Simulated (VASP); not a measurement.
# KAgCl2: single point with r2SCAN

The system is KAgCl2.

```
K Ag Cl
1.0
     2.09824    1.21142    6.67169
    -2.09824    1.21142    6.67169
     0.00000   -2.42284    6.67169
K Ag Cl
1 1 2
Direct
  0.00000 0.00000 0.00000
  0.50000 0.50000 0.50000
  0.23835 0.23835 0.23835
  0.76165 0.76165 0.76165
```

```yaml
Program: VASP 6.6.1
Task: single point
Functional: r2SCAN
Potentials_or_basis: VASP PAW PBE potentials, release 64 (K_sv, Ag, Cl)
Cutoff: 520 eV
k_mesh: 6 × 6 × 6
Occupations: gaussian, width 0.01 eV
Spin: no spin polarisation
Dipole_correction: no
Further_INCAR_settings: ALGO = Normal; EDIFF = 1e-06; NBANDS = 25
```

The pressure is 0.0 GPa, the largest force is 0.006 eV/Å and the band gap on the k mesh is 3.08 eV (least direct gap 3.19 eV).

Forces in eV/Å, atoms in the order of the input:
```
K    0.000  0.000  0.000
Ag   0.000  0.000  0.000
Cl   0.000  0.000 -0.006
Cl   0.000  0.000  0.006
```

Levels at points of the mesh, in eV from the valence-band top:
```tsv
k point	band 15	band 16	band 17	band 18	band 19	band 20
(0.00, 0.00, 0.00)	-1.24	-0.11	-0.11	3.08	5.78	7.15
(0.50, 0.00, 0.00)	-1.28	-0.31	-0.08	5.26	5.93	7.46
(0.50, 0.50, 0.00)	-1.30	-0.30	-0.13	5.02	6.16	6.27
(0.50, 0.50, 0.50)	-1.21	0.00	0.00	4.08	5.24	6.56
```

Wall time 24 min on 1 thread of Intel(R) Xeon(R) Platinum 8259CL CPU @ 2.50GHz (Skylake/Cascade Lake), on a shared host, peak memory 0.47 GiB.

Caveat: the PAW data sets were made with another functional, which shifts forces and pressure a little. A k mesh can miss the band edges.
